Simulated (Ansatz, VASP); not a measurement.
# Cu3N in VASP and in Ansatz

```
Cu N
1.0
     3.82729    0.00000    0.00000
     0.00000    3.82729    0.00000
     0.00000    0.00000    3.82729
Cu N
3 1
Direct
  0.50000 0.00000 0.00000
  0.00000 0.50000 0.00000
  0.00000 0.00000 0.50000
  0.00000 0.00000 0.00000
```

Alike in both runs: task relaxation of cell and atoms; functional PBEsol; k mesh 10 × 10 × 10; occupations gaussian, width 0.01 eV; no spin polarisation.

```csv
,VASP,Ansatz
version,VASP 6.6.1,Ansatz 0.2.0
potentials or method,"VASP PAW PBE potentials, release 64 (Cu, N), cutoff 600 eV","scalar-relativistic, plane waves, PAW"
valence electrons in the cell,38,62
```

```csv
,VASP,Ansatz,Ansatz less VASP
"gap on the k mesh at the Fermi level, each at its own relaxed structure (eV)",0.05,0.02,-0.034
relaxed volume (Å³/atom),13.40,13.35,-0.056
relaxed cell length with the largest relative difference (Å),3.771,3.766,-0.0052
```

VASP's potentials were made for PBE, not for PBEsol. VASP's potentials hold 38 valence electrons a cell and Ansatz's 62, so a difference there can come from the potentials and not from the codes.
